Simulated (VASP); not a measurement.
Crystal: Al.

```
Al
1.0
     2.74524    0.00000    0.00000
    -1.37262    2.37745    0.00000
     0.00000    0.00000    2.56509
Al
1
Direct
  0.00000 0.00000 0.00000
```

* Program: VASP 6.6.1
* Task: relaxation of cell and atoms
* Functional: r2SCAN
* Potentials or basis: VASP PAW PBE potentials, release 64 (Al)
* Cutoff: 600 eV
* k mesh: 9 × 9 × 6
* Occupations: gaussian, width 0.1 eV
* Spin: no spin polarisation

At the start: pressure 7.7 GPa; volume 16.74 Å³/atom.

Problem. How do energy, volume and symmetry change on relaxing?

Solution. Over 9 steps the energy falls by 98.6 meV/atom and the volume is 18.38 Å³/atom (+9.8 %); space group P6/mmm (No. 191, to 0.05 Å).

The path:
```csv
step,energy change (eV),largest force (eV/Å),pressure (GPa),volume (Å³)
1,0.0000,0.0000,7.66,16.74
2,-0.0975,0.0000,-0.68,18.64
3,-0.0952,0.0000,1.04,18.08
4,-0.0952,0.0000,0.95,18.10
5,-0.0977,0.0000,-0.08,18.37
6,-0.0985,0.0000,-0.40,18.51
7,-0.0984,0.0000,-0.33,18.47
8,-0.0986,0.0000,0.31,18.34
9,-0.0986,0.0000,0.10,18.38
```

Final structure:
```yaml
crystal:
  lattice:
    - [2.71740, 0.00000, 0.00000]
    - [-1.35870, 2.35334, 0.00000]
    - [0.00000, 0.00000, 2.87404]
  atoms:
    - { symbol: Al, position: [0.00000, 0.00000, 0.00000] }
```

Caveat: the k points lie up to 0.36 Å⁻¹ apart in the final cell; the PAW data sets were made with another functional, which shifts forces and pressure a little.
